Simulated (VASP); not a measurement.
Set up this calculation in VASP 6.6.1, as the native input.

```yaml
Task: single point
Functional: RPBE
Potentials_or_basis: VASP PAW PBE potentials, release 64 (Os_sv_GW, Ba_sv)
Cutoff: 560 eV
k_mesh: 5 × 5 × 5
Occupations: fermi-dirac, width 0.1 eV
Spin: no spin polarisation
Dipole_correction: no
Further_INCAR_settings: ALGO = Normal; EDIFF = 1e-06; NBANDS = 25
```

The structure of Ba2Os lies in POSCAR:

```
Ba2Os
1.0
    0.0000000000      3.8237957516      0.0000001305
    3.8237957516      0.0000000000      0.0000001305
    1.9118981564      1.9118981564     -8.2207018435
Os Ba
1 2
Direct
    0.0000000000      0.0000000000      0.0000000000
    0.3900086058      0.3900086058      0.2199827885
    0.6099913942      0.6099913942      0.7800172115
```

The input as run:

INCAR

```
PREC = Accurate
ENCUT = 560
EDIFF = 1E-6
ISMEAR = -1
SIGMA = 0.1
LREAL = F
LASPH = T
NELM = 120
ALGO = Normal
ISIF = 2
LWAVE = F
LCHARG = T
GGA = RP
LELF = T
LVHAR = T
NBANDS = 25
GGA_COMPAT = F
```

KPOINTS

```
Automatic mesh
0
Gamma
  5 5 5
```

Potentials or basis: VASP PAW PBE potentials, release 64 (Os_sv_GW, Ba_sv).

Command:

```console
$ cat potpaw_PBE.64/Os_sv_GW/POTCAR potpaw_PBE.64/Ba_sv/POTCAR > POTCAR
$ mpirun -np 1 vasp_std > vasp.out
```

It gave:

```yaml
Pressure: 0.7 GPa
Largest_force: 0.190 eV/Å
Band_gap_on_the_k_mesh: zero (bands 18 and 19 overlap by 0.12 eV)
```

Caveat: the PAW data sets were made with another functional, which shifts forces and pressure a little; spin-orbit coupling is left out, which moves the levels of the heavy elements.

Run time: 47 s on 1 thread of AMD EPYC 9R45 96-Core Processor (Zen 5) (shared host), peak memory 0.24 GiB.
